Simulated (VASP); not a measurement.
A run of VASP 6.6.1:

INCAR

```
SYSTEM = MgSe
  PREC = Accurate
  ENCUT = 520
  EDIFF = 1E-8
  ISMEAR = -1
  SIGMA = 0.02
  LREAL = .False.
  LASPH = .True.
  NELM = 120
  ALGO = Normal
  ISIF = 2
  LWAVE = .False.
  LCHARG = .False.
  GGA = PE
  LEFG = .True.
  NBANDS = 11
  GGA_COMPAT = .False.
```

KPOINTS

```
Automatic mesh
0
Gamma
  8 8 8
  0 0 0
```

Contents of POSCAR:

```
MgSe
1.0
    0.0000000000      2.7255000000      2.7255000000
    2.7255000000      0.0000000000      2.7255000000
    2.7255000000      2.7255000000      0.0000000000
Mg Se
1 1
Direct
    0.0000000000      0.0000000000      0.0000000000
    0.5000000000      0.5000000000      0.5000000000
```

Potentials or basis: VASP PAW PBE potentials, release 64 (Mg, Se).

Command:

```sh
$ cat potpaw_PBE.64/Mg/POTCAR potpaw_PBE.64/Se/POTCAR > POTCAR
$ mpirun -np 1 vasp_std > vasp.out
```

Hardware: 1 thread of AMD EPYC 7R43 64-Core Processor (Zen 3), with other jobs on the host.

Question: How long does it take, and how much memory?

Answer: Wall time 21 s on 1 thread of AMD EPYC 7R43 64-Core Processor (Zen 3), on a shared host, peak memory 0.13 GiB. Counts: scf iterations 14, k points 29.
